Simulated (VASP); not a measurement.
Write the native input for VASP 6.6.1 that does the following.

```yaml
Task: single point
Functional: PBE
Potentials_or_basis: VASP PAW PBE potentials, release 64 (Pb_d, O)
Cutoff: 520 eV
k_mesh: 8 × 8 × 10
Occupations: gaussian, width 0.1 eV
Spin: no spin polarisation
Dipole_correction: no
Further_INCAR_settings: ALGO = Normal; EDIFF = 1e-06; NBANDS = 35
```

The structure of PbO2 lies in POSCAR:

```
PbO2
1.0
    5.0122762280      0.0000000000      0.0000000000
    0.0000000000      5.0122762280      0.0000000000
    0.0000000000      0.0000000000      3.5464719283
Pb O
2 4
Direct
    0.0000000000      0.0000000000      0.0000000000
    0.5000000000      0.5000000000      0.5000000000
    0.3081426503      0.3081426503      0.0000000000
    0.1918573497      0.8081426503      0.5000000000
    0.6918573497      0.6918573497      0.0000000000
    0.8081426503      0.1918573497      0.5000000000
```

This cell differs from its parent crystal: uniaxial strain along c: +3.0 %, then relaxed in part.

One way to write it, as run:

INCAR

```
SYSTEM = PbO2
PREC = Accurate
ENCUT = 520
EDIFF = 1E-6
ISMEAR = 0
SIGMA = 0.1
LREAL = .False.
LASPH = .True.
NELM = 80
ALGO = Normal
ISIF = 2
LWAVE = .False.
LCHARG = .False.
GGA = PE
NBANDS = 35
```

KPOINTS

```
regular mesh
0
Gamma
  8 8 10
  0 0 0
```

Potentials or basis: VASP PAW PBE potentials, release 64 (Pb_d, O).

Launch:

```console
$ cat potpaw_PBE.64/Pb_d/POTCAR potpaw_PBE.64/O/POTCAR > POTCAR
$ mpirun -np 1 vasp_std > vasp.out
```

Results of the run:

The pressure is -1.0 GPa. The band gap on the k mesh is zero (filled and empty bands touch).

Caveat: the cell differs from its parent crystal (uniaxial strain along c: +3.0 %, then relaxed in part); semilocal functionals underestimate gaps, and a narrow one can read as zero; spin-orbit coupling is left out, which moves the levels of the heavy elements.

It took 2.2 min on 1 thread of AMD EPYC 9R45 96-Core Processor (Zen 5) (shared host), peak memory 0.32 GiB.
